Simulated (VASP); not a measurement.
Wanted: the native input for a VASP 6.6.1 run.

* Task: single point
* Functional: PBE
* Potentials or basis: VASP PAW PBE potentials, release 64 (Ni, Si)
* Cutoff: 520 eV
* k mesh: 9 × 9 × 9
* Occupations: gaussian, width 0.026 eV
* Spin: collinear spin, ferromagnetic start
* Starting moments: [1.0, 0.0, 0.0] μB
* Dipole correction: no
* Further INCAR settings: ALGO = Normal; EDIFF = 1e-06; NBANDS = 20

The structure of Si2Ni lies in POSCAR:

```
Si2Ni
1.0
    0.0000000000      2.7030000000      2.7030000000
    2.7030000000      0.0000000000      2.7030000000
    2.7030000000      2.7030000000      0.0000000000
Ni Si
1 2
Direct
    0.0000000000      0.0000000000      0.0000000000
    0.7500000000      0.7500000000      0.7500000000
    0.2500000000      0.2500000000      0.2500000000
```

These files were run (other wordings do the same):

INCAR

```
PREC     = Accurate       # precision mode
ENCUT    = 520            # plane-wave cutoff, eV
EDIFF    = 1E-6           # SCF threshold, eV
ISMEAR   = 0              # smearing method
SIGMA    = 0.026000000000000002 # smearing width, eV
LREAL    = False          # projectors in reciprocal space
LASPH    = True           # aspherical terms in the spheres
NELM     = 150            # most SCF steps
ALGO     = Normal         # electronic algorithm
ISIF     = 2              # what is computed and relaxed
LWAVE    = False          # write WAVECAR
LCHARG   = False          # write CHGCAR
ISPIN    = 2              # spin polarisation
MAGMOM   = 1 0 0          # initial moments
LORBIT   = 11             # projections on sites
LMAXMIX  = 4              # l up to which the mixer works
GGA      = PE             # functional
NBANDS   = 20             # bands
```

KPOINTS

```
Automatic mesh
0
Gamma
  9 9 9
```

Potentials or basis: VASP PAW PBE potentials, release 64 (Ni, Si).

Launch:

```bash
$ cat potpaw_PBE.64/Ni/POTCAR potpaw_PBE.64/Si/POTCAR > POTCAR
$ mpirun -np 1 vasp_std > vasp.out
```

Results of the run:

| Item | Value |
| --- | --- |
| Pressure | 3.8 GPa |
| Band gap on the k mesh | zero (filled and empty bands overlap) |
| Net moment | 0.00 μB per cell |
| Valence electrons inside the program's atomic spheres | Ni 9.81; Si 1.59 |

Run time: 59 s on 1 thread of Intel Xeon 6975P-C, with other jobs on the host, peak memory 0.19 GiB.
